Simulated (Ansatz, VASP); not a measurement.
## One calculation of Hf, two programs

File INCAR:

```
SYSTEM = Hf
  PREC = Accurate
  ENCUT = 520
  EDIFF = 1E-6
  ISMEAR = 0
  SIGMA = 0.15
  LREAL = .False.
  LASPH = .True.
  NELM = 100
  ALGO = Normal
  ISIF = 2
  LWAVE = .False.
  LCHARG = .True.
  GGA = CA
  LELF = .True.
  LVHAR = .True.
  NBANDS = 11
```

File KPOINTS:

```
regular mesh
0
Gamma
  18 18 18
  0 0 0
```

The input POSCAR:

```
Hf
1.0
    0.0000000000      2.2200000000      2.2200000000
    2.3865000000      0.0000000000      2.2200000000
    2.3865000000      2.2200000000      0.0000000000
Hf
1
Direct
    0.0000000000      0.0000000000      0.0000000000
```

Input for Ansatz:

```yaml
crystal:
  lattice:
    - [0.0, 2.22, 2.22]
    - [2.3865, 0.0, 2.22]
    - [2.3865, 2.22, 0.0]
  atoms:
    - { symbol: Hf, position: [0.0, 0.0, 0.0] }
basis:
  ecutwfc: 420
kpoints:
  mp_grid: { grid: [18, 18, 18] }
hamiltonian:
  xc: lda
scf:
  occupations: { method: gaussian, width: 0.15 }
output:
  forces: true
  stress: true
  eigenvalues: true
```

Change from the starting cell: strain +0.0750 x Voigt [1, 0, 0, 0, 0, 0], atoms carried along.

Alike in both runs: task single point; functional LDA; k mesh 18 × 18 × 18; occupations gaussian, width 0.15 eV; no spin polarisation.

|  | VASP | Ansatz |
| --- | --- | --- |
| version | VASP 6.6.1 | Ansatz 0.2.0 |
| potentials or method | VASP PAW LDA potentials, release 64 (Hf_pv), cutoff 520 eV | scalar-relativistic, plane waves, PAW |
| valence electrons in the cell | 10 | 26 |

|  | VASP | Ansatz | Ansatz less VASP |
| --- | --- | --- | --- |
| gap on the k mesh at the Fermi level (eV) | none | none | - |
| pressure (GPa) | -11.8 | -11.7 | +0.07 |
| traceless stress, the component that is largest in VASP (GPa) | -2.36 | -2.37 | -0.007 |

LDA's correlation is that of Perdew and Zunger in VASP and of Perdew and Wang (1992) in Ansatz. A gap of «none» marks a metal or a gap that the smearing closes. VASP's potentials hold 10 valence electrons a cell and Ansatz's 26, so a difference there can come from the potentials and not from the codes.

Spin-orbit coupling is off throughout.
